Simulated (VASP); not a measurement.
# LiF (I4/mmm) in VASP: further runs

LiF is run at these levels: LDA; tasks: single point.

All numbers are computed with VASP 6.6.1; they aren't measurements. Logs are shortened: lines on timing, memory, paths and dates and some standing lists are left out, and cuts for length are marked.

**1. The cell of the first run**

Symmetry: I4/mmm, No. 139, tetragonal system. Conventional cell: a = 2.848 Å, b = 2.848 Å, c = 3.907 Å, α = 90.00°, β = 90.00°, γ = 90.00°. Li (site symmetry 4/mmm) has 6 F at 1.95 to 2.01 Å within 2.6 Å. Within 2.6 Å of F (site symmetry 4/mmm) lie 6 Li at 1.95 to 2.01 Å.

**2. Single point, LDA (zz strain of -3 %)**

File INCAR:

```
PREC = Accurate ; ENCUT = 520
EDIFF = 1E-6 ; ISMEAR = -1
SIGMA = 0.03 ; LREAL = F
LASPH = T ; NELM = 80
ALGO = Normal ; ISIF = 2
LWAVE = F ; LCHARG = F
NBANDS = 12
```

File KPOINTS:

```
Automatic mesh
0
Gamma
  10 10 10
```

File POSCAR:

```
LiF
1.0
    0.0000000000      2.0140000000      1.9535800000
    2.0140000000      0.0000000000      1.9535800000
    2.0140000000      2.0140000000      0.0000000000
Li F
1 1
Direct
    0.0000000000      0.0000000000      0.0000000000
    0.5000000000      0.5000000000      0.5000000000
```

Potentials or basis: VASP PAW LDA potentials, release 64 (Li_sv, F).

Command:

```
cat potpaw_LDA.64/Li_sv/POTCAR potpaw_LDA.64/F/POTCAR > POTCAR
mpirun -np 1 vasp_std > vasp.out
```

OUTCAR:

```text
PREC = Accurate
   ENCUT = 520
   EDIFF = 1E-6
   ISMEAR = -1
   LREAL = F
   LASPH = T
   NELM = 80
   ISIF = 2

 ion  position               nearest neighbor table
   1  0.000  0.000  0.000-   2 1.95   2 1.95   2 2.01   2 2.01   2 2.01   2 2.01
   2  0.500  0.500  0.500-   1 1.95   1 1.95   1 2.01   1 2.01   1 2.01   1 2.01

  LATTYP: Found a body centered tetragonal cell.
 ALAT       =     2.8482261146
 C/A-ratio  =     1.3717871555

  Lattice vectors:

 A1 = (   0.0000000000,  -2.0140000000,  -1.9535800000)
 A2 = (   0.0000000000,   2.0140000000,  -1.9535800000)
 A3 = (   2.0140000000,   0.0000000000,   1.9535800000)

Analysis of symmetry for initial positions (statically):
=====================================================================
 Subroutine PRICEL returns:
 Original cell was already a primitive cell.

 Routine SETGRP: Setting up the symmetry group for a
 body centered tetragonal supercell.

 Subroutine GETGRP returns: Found 16 space group operations
 (whereof 16 operations were pure point group operations)
 out of a pool of 16 trial point group operations.

The static configuration has the point symmetry D_4h.

Analysis of symmetry for dynamics (positions and initial velocities):
=====================================================================
 Subroutine PRICEL returns:
 Original cell was already a primitive cell.

 Routine SETGRP: Setting up the symmetry group for a
 body centered tetragonal supercell.

 Subroutine GETGRP returns: Found 16 space group operations
 (whereof 16 operations were pure point group operations)
 out of a pool of 16 trial point group operations.

The dynamic configuration has the point symmetry D_4h.

 Subroutine INISYM returns: Found 16 space group operations
 (whereof 16 operations are pure point group operations),
 and found     1 'primitive' translations

----------------------------------------------------------------------------------------

                                     Primitive cell

  volume of cell :      15.8482

  direct lattice vectors                    reciprocal lattice vectors
     0.000000000  2.014000000  1.953580000    -0.248262165  0.248262165  0.255940376
     2.014000000  0.000000000  1.953580000     0.248262165 -0.248262165  0.255940376
     2.014000000  2.014000000  0.000000000     0.248262165  0.248262165 -0.255940376

  length of vectors
     2.805828009  2.805828009  2.848226115     0.434480933  0.434480933  0.434480933

  position of ions in fractional coordinates (direct lattice)
     0.000000000  0.000000000  0.000000000
     0.500000000  0.500000000  0.500000000
[... 89 lines left out ...]
   NUPDOWN=      -1.0000    fix difference up-down
   EMIN   =  10.00;   EMAX   =-10.00  energy-range for DOS
   EFERMI =   0.00;   METHOD = LEGACY
   ISMEAR =    -1;   SIGMA  =   0.03  broadening in eV -4-tet -1-fermi 0-gaus
   EFERMI_NEDOS =   21; number of points for ismear=-14 and -15
   IALGO  =     38    algorithm
   IMIX   =      4    mixing-type and parameters
     AMIX     =   0.40;   BMIX     =  1.00
     AMIX_MAG =   1.60;   BMIX_MAG =  1.00
  volume/ion in A,a.u.               =       7.92        53.47
  Fermi-wavevector in a.u.,A,eV,Ry     =   1.404154  2.653467 26.825912  1.971649
  Thomas-Fermi vector in A             =   2.526744
   LORBIT       =      0    0 simple, 1 ext, 2 COOP (PROOUT), +10 PAW based schemes
   GGA     = CA    functional components
   LHFCALC =     F    Hartree Fock is set to
   AEXX    =    0.0000 exact exchange contribution
   IVDW    =     0    specifies the selected vdW correction
   LEPSILON=     F    determine dielectric tensor
   LRPA    =     F    only Hartree local field effects (RPA)
 non-spin polarized calculation
  energy-cutoff  :      520.00
  volume of cell :       15.85
 maximum number of plane-waves:       437
 NGX is ok and might be reduce to    24
   NGX = 11   NGY = 11   NGZ = 11

 number of electron      10.0000000 magnetization

 number of electron       9.9999994 magnetization

 Free energy of the ion-electron system (eV)
  ---------------------------------------------------
  ext. energy  EPLUGINS =         0.00000000
  ---------------------------------------------------
  free energy    TOTEN  =       -10.48566093 eV

  energy without entropy =      -10.48566093  energy(sigma->0) =      -10.48566093

 E-fermi :  -0.4631     XC(G=0): -10.8215

 val. band max:       -1.0824163552   @ k =   0.0000   0.0000   0.0000
 cond. band min:       8.0027501631   @ k =   0.0000   0.0000   0.0000
 fundamental gap:      9.0851665183
 Fermi energy:        -0.4630548442

 k-point     1 :       0.0000    0.0000    0.0000
  band No.  band energies     occupation
      1     -40.7964      2.00000
      2     -20.7612      2.00000
      3      -1.1664      2.00000
      4      -1.0824      2.00000
      5      -1.0824      2.00000
      6       8.0028      0.00000
      7      22.5068      0.00000
      8      22.5068      0.00000
      9      23.0201      0.00000
     10      23.0201      0.00000
     11      23.2444      0.00000
     12      23.2859      0.00000
[... 331 lines left out ...]
 k-point    24 :       0.4000    0.3000    0.0000
  band No.  band energies     occupation
      1     -40.7117      2.00000
      2     -20.1634      2.00000
      3      -3.5734      2.00000
      4      -2.0863      2.00000
      5      -1.9773      2.00000
      6      12.1081      0.00000
      7      15.2118      0.00000
      8      17.5157      0.00000
      9      18.6069      0.00000
     10      19.6836      0.00000
     11      33.4621      0.00000
     12      33.6582      0.00000

 [... further k-points ...]

------------------------ aborting loop because EDIFF is reached ----------------------------------------

  FORCE on cell =-STRESS in cart. coord.  units (eV):
  Direction    XX          YY          ZZ          XY          YZ          ZX
  --------------------------------------------------------------------------------------
  -------------------------------------------------------------------------------------
  Total       -0.5406813     -0.5406813     -0.2975263      0.0000000      0.0000000      0.0000000
  in kB      -54.6602689    -54.6602689    -30.0784730      0.0000000      0.0000000      0.0000000
  external PRESSURE =     -46.4663370 kB  Pullay stress =       0.0000000 kB

 VOLUME and BASIS-vectors are now :
 -----------------------------------------------------------------------------
  energy-cutoff  :      520.00
  volume of cell :       15.85
      direct lattice vectors                 reciprocal lattice vectors
     0.000000000  2.014000000  1.953580000    -0.248262165  0.248262165  0.255940376
     2.014000000  0.000000000  1.953580000     0.248262165 -0.248262165  0.255940376
     2.014000000  2.014000000  0.000000000     0.248262165  0.248262165 -0.255940376

 POSITION                                       TOTAL-FORCE (eV/Angst)
 -----------------------------------------------------------------------------------
      0.00000      0.00000      0.00000        -0.000000     -0.000000      0.000000
      2.01400      2.01400      1.95358         0.000000      0.000000     -0.000000
 -----------------------------------------------------------------------------------
    total drift:                               -0.000000     -0.000000      0.000000

  FREE ENERGIE OF THE ION-ELECTRON SYSTEM (eV)
  ---------------------------------------------------
  free  energy   TOTEN  =       -10.4856609320 eV

  energy  without entropy=      -10.4856609320  energy(sigma->0) =      -10.48566093
```

Run time: 5.6 s. Hardware: 1 thread of Intel Xeon 6975P-C (Granite Rapids), shared host; peak memory 0.12 GiB.

What came out:

```
Free energy            : -10.4857 eV
Band gap on the k mesh : 9.09 eV, direct
```

Caveat: the cell differs from its parent crystal (zz strain of -3 %); the cutoff is under 1.25 times the usual one of these potentials, so pressure, stress and relaxed cells hold a basis-set (Pulay) error. A k mesh can miss the band edges.

**3. Single point, LDA (zz strain of -1 %)**

File INCAR:

```
SYSTEM = LiF
ALGO = Normal ; EDIFF = 1E-7
ENCUT = 520 ; GGA = CA
ISIF = 2 ; ISMEAR = -1
LASPH = .TRUE. ; LCHARG = .FALSE.
LREAL = .FALSE. ; LWAVE = .FALSE.
NBANDS = 12 ; NELM = 100
PREC = Accurate ; SIGMA = 0.03
```

File KPOINTS:

```
k-points
0
G
  10 10 10
  0 0 0
```

File POSCAR:

```
LiF
1.0
    0.0000000000      2.0140000000      1.9938600000
    2.0140000000      0.0000000000      1.9938600000
    2.0140000000      2.0140000000      0.0000000000
Li F
1 1
Direct
    0.0000000000      0.0000000000      0.0000000000
    0.5000000000      0.5000000000      0.5000000000
```

Potentials or basis: VASP PAW LDA potentials, release 64 (Li_sv, F).

Command:

```
cat potpaw_LDA.64/Li_sv/POTCAR potpaw_LDA.64/F/POTCAR > POTCAR
mpirun -np 1 vasp_std > vasp.out
```

It took 5.9 s on 1 thread of Intel Xeon 6975P-C (Granite Rapids), shared host; peak memory 0.13 GiB.

It converged, with:

```yaml
Free_energy: -10.4777 eV
Band_gap_on_the_k_mesh: 8.92 eV, direct
```

Levels at points of the mesh, in eV from the valence-band top:
```
           k point  band 3  band 4  band 5  band 6  band 7  band 8
(0.00, 0.00, 0.00)   -0.03    0.00    0.00    8.92   23.50   23.50
(0.50, 0.00, 0.00)   -2.62   -0.25   -0.23   10.41   16.49   18.39
(0.50, 0.50, 0.00)   -3.16   -1.08   -1.08   14.62   15.97   17.26
(0.50, 0.00, 0.50)   -3.17   -1.08   -1.01   14.44   16.11   17.24
```

Caveat: the cell differs from its parent crystal (zz strain of -1 %); the cutoff is under 1.25 times the usual one of these potentials, so pressure, stress and relaxed cells hold a basis-set (Pulay) error.

**4. Single point, LDA (zz strain of -2 %)**

File INCAR:

```
ALGO = Normal
EDIFF = 1E-7
ENCUT = 520
ISIF = 2
ISMEAR = -1
LASPH = T
LCHARG = F
LREAL = F
LWAVE = F
NBANDS = 12
NELM = 60
PREC = Accurate
SIGMA = 0.03
```

File KPOINTS:

```
k-points
0
Gamma
  10 10 10
```

File POSCAR:

```
LiF
1.0
    0.0000000000      2.0140000000      1.9737200000
    2.0140000000      0.0000000000      1.9737200000
    2.0140000000      2.0140000000      0.0000000000
Li F
1 1
Direct
    0.0000000000      0.0000000000      0.0000000000
    0.5000000000      0.5000000000      0.5000000000
```

Potentials or basis: VASP PAW LDA potentials, release 64 (Li_sv, F).

Command:

```
cat potpaw_LDA.64/Li_sv/POTCAR potpaw_LDA.64/F/POTCAR > POTCAR
mpirun -np 1 vasp_std > vasp.out
```

OUTCAR:

```text
EDIFF = 1E-7
   ENCUT = 520
   ISIF = 2
   ISMEAR = -1
   LASPH = T
   LREAL = F
   NELM = 60
   PREC = Accurate

 ion  position               nearest neighbor table
   1  0.000  0.000  0.000-   2 1.97   2 1.97   2 2.01   2 2.01   2 2.01   2 2.01
   2  0.500  0.500  0.500-   1 1.97   1 1.97   1 2.01   1 2.01   1 2.01   1 2.01

  LATTYP: Found a body centered tetragonal cell.
 ALAT       =     2.8482261146
 C/A-ratio  =     1.3859292911

  Lattice vectors:

 A1 = (   0.0000000000,  -2.0140000000,  -1.9737200000)
 A2 = (   0.0000000000,   2.0140000000,  -1.9737200000)
 A3 = (   2.0140000000,   0.0000000000,   1.9737200000)

Analysis of symmetry for initial positions (statically):
=====================================================================
 Subroutine PRICEL returns:
 Original cell was already a primitive cell.

 Routine SETGRP: Setting up the symmetry group for a
 body centered tetragonal supercell.

 Subroutine GETGRP returns: Found 16 space group operations
 (whereof 16 operations were pure point group operations)
 out of a pool of 16 trial point group operations.

The static configuration has the point symmetry D_4h.
[... 175 lines left out ...]
      4      -1.1557      2.00000
      5      -1.1557      2.00000
      6       7.8471      0.00000
      7      22.3889      0.00000
      8      22.3889      0.00000
      9      22.8701      0.00000
     10      22.8773      0.00000
     11      22.8773      0.00000
     12      23.0529      0.00000
[... 331 lines left out ...]
 k-point    24 :       0.4000    0.3000    0.0000
  band No.  band energies     occupation
      1     -40.8037      2.00000
      2     -20.2141      2.00000
      3      -3.6144      2.00000
      4      -2.1245      2.00000
      5      -2.0129      2.00000
      6      11.8825      0.00000
      7      15.1556      0.00000
      8      17.2853      0.00000
      9      18.5313      0.00000
     10      19.6081      0.00000
     11      33.0681      0.00000
     12      33.5137      0.00000

 [... further k-points ...]

------------------------ aborting loop because EDIFF is reached ----------------------------------------

  FORCE on cell =-STRESS in cart. coord.  units (eV):
  Direction    XX          YY          ZZ          XY          YZ          ZX
  --------------------------------------------------------------------------------------
  -------------------------------------------------------------------------------------
  Total       -0.5926175     -0.5926175     -0.4433163      0.0000000     -0.0000000     -0.0000000
  in kB      -59.2994389    -59.2994389    -44.3598206      0.0000000     -0.0000000     -0.0000000
  external PRESSURE =     -54.3195661 kB  Pullay stress =       0.0000000 kB

 VOLUME and BASIS-vectors are now :
 -----------------------------------------------------------------------------
  energy-cutoff  :      520.00
  volume of cell :       16.01
      direct lattice vectors                 reciprocal lattice vectors
     0.000000000  2.014000000  1.973720000    -0.248262165  0.248262165  0.253328740
     2.014000000  0.000000000  1.973720000     0.248262165 -0.248262165  0.253328740
     2.014000000  2.014000000  0.000000000     0.248262165  0.248262165 -0.253328740

 POSITION                                       TOTAL-FORCE (eV/Angst)
 -----------------------------------------------------------------------------------
      0.00000      0.00000      0.00000        -0.000000     -0.000000      0.000000
      2.01400      2.01400      1.97372         0.000000      0.000000     -0.000000
 -----------------------------------------------------------------------------------
    total drift:                               -0.000000     -0.000000      0.000000

  FREE ENERGIE OF THE ION-ELECTRON SYSTEM (eV)
  ---------------------------------------------------
  free  energy   TOTEN  =       -10.4823557537 eV

  energy  without entropy=      -10.4823557537  energy(sigma->0) =      -10.48235575
```

OSZICAR:

```text
N       E                     dE             d eps       ncg     rms          rms(c)
DAV:   1     0.300449548848E+02    0.30045E+02   -0.54248E+03  2560   0.844E+02
DAV:   2    -0.990365469867E+01   -0.39949E+02   -0.39038E+02  2956   0.186E+02
DAV:   3    -0.109650476822E+02   -0.10614E+01   -0.10593E+01  3144   0.264E+01
DAV:   4    -0.109754172090E+02   -0.10370E-01   -0.10369E-01  2784   0.278E+00
DAV:   5    -0.109755373505E+02   -0.12014E-03   -0.12014E-03  3100   0.223E-01    0.423E+00
DAV:   6    -0.104990192502E+02    0.47652E+00   -0.22671E+00  2748   0.917E+00    0.134E+00
DAV:   7    -0.104879070960E+02    0.11112E-01   -0.15034E-02  3304   0.106E+00    0.789E-01
DAV:   8    -0.104823677922E+02    0.55393E-02   -0.90625E-03  3432   0.100E+00    0.968E-02
DAV:   9    -0.104823411501E+02    0.26642E-04   -0.65762E-04  2784   0.234E-01    0.368E-02
DAV:  10    -0.104823562398E+02   -0.15090E-04   -0.29227E-05  2856   0.389E-02    0.692E-03
DAV:  11    -0.104823557585E+02    0.48126E-06   -0.14584E-06  3052   0.126E-02    0.122E-03
DAV:  12    -0.104823557537E+02    0.48186E-08   -0.26564E-07  2880   0.390E-03
   1 F= -.10482356E+02 E0= -.10482356E+02  d E =-.210333E-12
```

stdout:

```text
POSCAR found type information on POSCAR LiF
 POSCAR found :  2 types and       2 ions
 scaLAPACK will be used
 LDA part: xc-table for (Slater(with rela. corr.)+CA(PZ))
 , standard interpolation
 POSCAR, INCAR and KPOINTS ok, starting setup
 FFT: planning ... GRIDC
 FFT: planning ... GRID_SOFT
 FFT: planning ... GRID
 WAVECAR not read
 entering main loop
```

It took 6 s on 1 thread of Intel Xeon 6975P-C (Granite Rapids), shared host; peak memory 0.12 GiB.

What came out:

* Free energy: -10.4824 eV
* Band gap on the k mesh: 9.00 eV, direct

Caveat: the cell differs from its parent crystal (zz strain of -2 %); the cutoff is under 1.25 times the usual one of these potentials, so pressure, stress and relaxed cells hold a basis-set (Pulay) error.

**5. Single point, LDA (equal xx and yy strain of -1 %)**

File INCAR:

```
ALGO = Normal ; EDIFF = 1E-6
ENCUT = 520 ; GGA = CA
ISIF = 2 ; ISMEAR = -1
LASPH = True ; LCHARG = True
LELF = True ; LREAL = False
LVHAR = True ; LWAVE = False
NBANDS = 12 ; NELM = 80
PREC = Accurate ; SIGMA = 0.03
```

KPOINTS is that of step 4.

File POSCAR:

```
LiF
1.0
    0.0000000000      1.9938600000      2.0140000000
    1.9938600000      0.0000000000      2.0140000000
    1.9938600000      1.9938600000      0.0000000000
Li F
1 1
Direct
    0.0000000000      0.0000000000      0.0000000000
    0.5000000000      0.5000000000      0.5000000000
```

Command:

```
cat potpaw_LDA.64/Li_sv/POTCAR potpaw_LDA.64/F/POTCAR > POTCAR
mpirun -np 1 vasp_std > vasp.out
```

Run time: 5.7 s. Hardware: 1 thread of Intel Xeon 6975P-C (Granite Rapids), shared host; peak memory 0.12 GiB.

Results (log left out):

```yaml
Free_energy: -10.4830 eV
Band_gap_on_the_k_mesh: 9.00 eV, direct
```

Levels at points of the mesh, in eV from the valence-band top:
| k point | band 1 | band 2 | band 3 | band 4 | band 5 | band 6 | band 7 | band 8 | band 9 | band 10 |
| --- | --- | --- | --- | --- | --- | --- | --- | --- | --- | --- |
| (0.00, 0.00, 0.00) | -39.73 | -19.64 | -0.02 | -0.02 | 0.00 | 9.00 | 23.54 | 23.78 | 23.78 | 24.03 |
| (0.50, 0.00, 0.00) | -39.65 | -19.18 | -2.66 | -0.27 | -0.24 | 10.46 | 16.60 | 18.46 | 18.64 | 30.23 |
| (0.50, 0.50, 0.00) | -39.63 | -18.88 | -3.23 | -1.06 | -1.06 | 14.46 | 16.20 | 17.35 | 20.07 | 20.07 |
| (0.50, 0.00, 0.50) | -39.63 | -18.87 | -3.22 | -1.12 | -1.06 | 14.65 | 16.06 | 17.37 | 19.85 | 20.01 |

Caveat: the cell differs from its parent crystal (equal xx and yy strain of -1 %); the cutoff is under 1.25 times the usual one of these potentials, so pressure, stress and relaxed cells hold a basis-set (Pulay) error. A k mesh can miss the band edges.

[end of part 1 of 2]
